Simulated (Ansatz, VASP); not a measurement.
**BaRe in VASP and in Ansatz**

Contents of INCAR:

```
SYSTEM = BaRe
PREC = Accurate
ENCUT = 560
EDIFF = 1E-6
ISMEAR = 0
SIGMA = 0.05
LREAL = .FALSE.
LASPH = .TRUE.
NELM = 120
ALGO = Normal
ISIF = 2
LWAVE = .FALSE.
LCHARG = .TRUE.
GGA = PE
LELF = .TRUE.
LVHAR = .TRUE.
NBANDS = 20
GGA_COMPAT = .FALSE.
```

File KPOINTS:

```
Automatic mesh
0
G
  8 8 8
  0 0 0
```

POSCAR

```
BaRe
1.0
    3.7233438108      0.0000000000      0.0000000000
    0.0000000000      3.7233438108      0.0000000000
    0.0000000000      0.0000000000      3.7233438108
Ba Re
1 1
Direct
    0.0000000000      0.0000000000      0.0000000000
    0.5000000000      0.5000000000      0.5000000000
```

Input for Ansatz:

```yaml
crystal:
  lattice:
    - [3.7233438108, 0.0, 0.0]
    - [0.0, 3.7233438108, 0.0]
    - [0.0, 0.0, 3.7233438108]
  atoms:
    - { symbol: Ba, position: [0.0, 0.0, 0.0] }
    - { symbol: Re, position: [0.5, 0.5, 0.5] }
basis:
  ecutwfc: "700 eV"
  ecutrho_ratio: 4
kpoints:
  mp_grid: { grid: [8, 8, 8] }
hamiltonian:
  xc: pbe
scf:
  occupations: { method: gaussian, width: 0.05 }
output:
  forces: true
  stress: true
```

Alike in both runs: task single point; functional PBE; k mesh 8 × 8 × 8; occupations gaussian, width 0.05 eV; no spin polarisation.

|  | VASP | Ansatz |
| --- | --- | --- |
| version | VASP 6.6.1 | Ansatz 0.2.0 |
| potentials or method | VASP PAW PBE potentials, release 64 (Ba_sv, Re_sv_GW), cutoff 560 eV | scalar-relativistic, plane waves, PAW |
| valence electrons in the cell | 25 | 25 |

```tsv
	VASP	Ansatz	Ansatz less VASP
pressure (GPa)	1.3	0.0	-1.34
```

Neither program's run includes spin-orbit coupling.
